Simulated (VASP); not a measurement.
# Ge: single point with r2SCAN

Ge:

```
Ge
1.0
     3.87578    0.00000    0.00000
    -1.93789    3.35652    0.00000
     0.00000    0.00000    6.40463
Ge
4
Cartesian
  1.9379 1.1188 0.4048
  0.0000 2.2377 3.6071
  1.9379 1.1188 2.7975
  0.0000 2.2377 5.9999
```

This cell differs from its parent crystal: equal strain along all axes, cell held: -3.0 %, then relaxed in part.

```
Program             : VASP 6.6.1
Task                : single point
Functional          : r2SCAN
Potentials or basis : VASP PAW PBE potentials, release 64 (Ge_d)
Cutoff              : 520 eV
k mesh              : 12 × 12 × 6
Occupations         : gaussian, width 0.01 eV
Spin                : no spin polarisation
```

```
Pressure               : 8.2 GPa
Largest force          : 0.012 eV/Å
Band gap on the k mesh : 0.32 eV
```

Forces on the atoms (eV/Å):
```
Ge   0.000  0.000  0.012
Ge   0.000  0.000  0.012
Ge   0.000  0.000 -0.012
Ge   0.000  0.000 -0.012
```

Stress tensor (GPa, compression positive):
```
8.10 0.00 0.00
0.00 8.10 0.00
0.00 0.00 8.37
```

Levels at points of the mesh, in eV from the valence-band top:
| k point | band 26 | band 27 | band 28 | band 29 | band 30 | band 31 |
| --- | --- | --- | --- | --- | --- | --- |
| (0.00, 0.00, 0.00) | -0.37 | 0.00 | 0.00 | 0.32 | 1.10 | 2.24 |
| (0.50, 0.00, 0.00) | -3.72 | -3.44 | -1.84 | 0.50 | 2.09 | 3.66 |
| (0.00, 0.00, 0.50) | -1.16 | -1.16 | -1.16 | 1.16 | 1.16 | 3.50 |
| (0.50, 0.00, 0.50) | -3.08 | -2.96 | -2.96 | 0.66 | 0.66 | 2.15 |

Wall time 14 min on 1 thread of Oxide Virtual Turin-like Processor, on a shared host, peak memory 0.28 GiB.

Caveat: the cell differs from its parent crystal (equal strain along all axes, cell held: -3.0 %, then relaxed in part); the cell stands under pressure; semilocal functionals underestimate gaps, and a narrow one can read as zero; the PAW data sets were made with another functional, which shifts forces and pressure a little. A k mesh can miss the band edges.
